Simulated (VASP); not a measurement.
# Te2Mo: single point with PBE

**The experiment to reproduce.**

“Broadband infrared study of pressure-tunable Fano resonance and metallization transition in 2H-MoTe2”, 2022, pmc:9569381 quotes, for a bulk crystal of Te2Mo at 300 K: band gap 0.88 ± 0.05 eV (indirect).

Te2Mo:

```xyz
6
Lattice="3.5566 0.0000 0.0000 -1.7783 3.0801 0.0000 0.0000 0.0000 15.3399" Properties=species:S:1:pos:R:3 pbc="T T T"
Te    0.0000    2.0534    9.6968
Te    1.7783    1.0267    2.0269
Te    0.0000    2.0534   13.3130
Te    1.7783    1.0267    5.6431
Mo    0.0000    2.0534    3.8350
Mo    1.7783    1.0267   11.5049
```

```yaml
Program: VASP 6.6.1
Task: single point
Functional: PBE
Potentials_or_basis: VASP PAW PBE potentials, release 64 (Te, Mo_sv)
Cutoff: 520 eV
k_mesh: 10 × 10 × 2
Occupations: gaussian, width 0.05 eV
Spin: collinear spin
Starting_moments: "[0.0, 0.0, 0.0, 0.0, 2.0, -2.0] μB"
```

| Property | Result |
| --- | --- |
| Pressure | 0.0 GPa |
| Largest force | 0.013 eV/Å |
| Band gap on the k mesh | 1.05 eV (least direct gap 1.18 eV) |
| Net moment | 0.00 μB per cell |
| Valence electrons inside the program's atomic spheres | Te 3.41; Mo 12.35 |

Forces on the atoms (eV/Å):
```
Te   0.000  0.000 -0.013
Te   0.000  0.000 -0.013
Te   0.000  0.000  0.013
Te   0.000  0.000  0.013
Mo   0.000  0.000  0.000
Mo   0.000  0.000  0.000
```

Levels at points of the mesh, in eV from the valence-band top:
Spin up:
```tsv
k point	band 22	band 23	band 24	band 25	band 26	band 27	band 28	band 29	band 30	band 31
(0.00, 0.00, 0.00)	-0.84	-0.83	-0.83	-0.68	-0.05	3.06	3.06	3.10	3.10	3.31
(0.50, 0.00, 0.00)	-1.57	-0.70	-0.70	-0.32	-0.24	1.42	1.44	1.68	1.84	2.91
(0.00, 0.00, 0.50)	-0.84	-0.84	-0.84	-0.20	-0.20	3.07	3.07	3.07	3.07	3.35
(0.50, 0.00, 0.50)	-1.59	-0.70	-0.70	-0.28	-0.28	1.43	1.43	1.76	1.76	3.20
```
Spin down:
```
           k point  band 22  band 23  band 24  band 25  band 26  band 27  band 28  band 29  band 30  band 31
(0.00, 0.00, 0.00)    -0.84    -0.83    -0.83    -0.68    -0.05     3.06     3.06     3.10     3.10     3.31
(0.50, 0.00, 0.00)    -1.57    -0.70    -0.70    -0.32    -0.24     1.42     1.44     1.68     1.84     2.91
(0.00, 0.00, 0.50)    -0.84    -0.84    -0.84    -0.20    -0.20     3.07     3.07     3.07     3.07     3.35
(0.50, 0.00, 0.50)    -1.59    -0.70    -0.70    -0.28    -0.28     1.43     1.43     1.76     1.76     3.20
```

Wall time 10 min on 1 thread of Intel(R) Xeon(R) Platinum 8259CL CPU @ 2.50GHz (Skylake/Cascade Lake) (shared host), peak memory 0.52 GiB.

A measured gap of Te2Mo is 0.88 eV (indirect; 300 K; quoted in “Broadband infrared study of pressure-tunable Fano resonance and metallization transition in 2H-MoTe2”, 2022, pmc:9569381); the calculated 1.05 eV misses it by +0.17 eV. Spin-orbit coupling on Mo, Te is left out. The value is that of PBE on a finite k mesh, which can miss the band edges, without temperature or zero-point motion.

Caveat: spin-orbit coupling is left out, which moves the levels of the heavy elements; this functional lacks dispersion, which binds layers or chains, so the pressure and a relaxed spacing across them are unreliable.
